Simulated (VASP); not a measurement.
Wanted: the native input for a VASP 6.6.1 run.

* Task: single point
* Functional: PBE
* Potentials or basis: VASP PAW PBE potentials, release 64 (Cu, O)
* Cutoff: 520 eV
* k mesh: 8 × 8 × 8
* Occupations: fermi-dirac, width 0.05 eV
* Spin: no spin polarisation
* Dipole correction: no
* Further INCAR settings: ALGO = Normal; EDIFF = 1e-06; NBANDS = 16

The structure of CuO lies in POSCAR:

```
CuO
1.0
    0.0000000000      2.3272527300      2.3737977846
    2.3272527300      0.0000000000      2.3737977846
    2.3272527300      2.3272527300      0.0000000000
Cu O
1 1
Direct
    0.0000000000      0.0000000000      0.0000000000
    0.2500000000      0.2500000000      0.2500000000
```

The input as run:

INCAR

```
SYSTEM = CuO
PREC     = Accurate       ! precision mode
ENCUT    = 520            ! plane-wave cutoff, eV
EDIFF    = 1E-6           ! SCF threshold, eV
ISMEAR   = -1             ! smearing method
SIGMA    = 0.05           ! smearing width, eV
LREAL    = .FALSE.        ! projectors in reciprocal space
LASPH    = .TRUE.         ! aspherical terms in the spheres
NELM     = 80             ! most SCF steps
ALGO     = Normal         ! electronic algorithm
ISIF     = 2              ! what is computed and relaxed
LWAVE    = .FALSE.        ! write WAVECAR
LCHARG   = .FALSE.        ! write CHGCAR
GGA      = PE             ! functional
NBANDS   = 16             ! bands
```

KPOINTS

```
regular mesh
0
G
  8 8 8
  0 0 0
```

Potentials or basis: VASP PAW PBE potentials, release 64 (Cu, O).

Run with:

```sh
$ cat potpaw_PBE.64/Cu/POTCAR potpaw_PBE.64/O/POTCAR > POTCAR
$ mpirun -np 1 vasp_std > vasp.out
```

It gave:

```json
{
  "Pressure": "-10.8 GPa",
  "Band gap on the k mesh": "zero (an odd number of electrons rules out a gap without spin polarisation)"
}
```

Caveat: the cell stands under tension; an odd number of electrons without spin polarisation forces a metal; a magnetic or distorted state may lie lower; semilocal functionals often make such compounds metallic where correlation or magnetic order opens a gap, which also shifts bond lengths.

Run time: 44 s on 1 thread of Intel Xeon 8259CL, with other jobs on the host, peak memory 0.16 GiB.
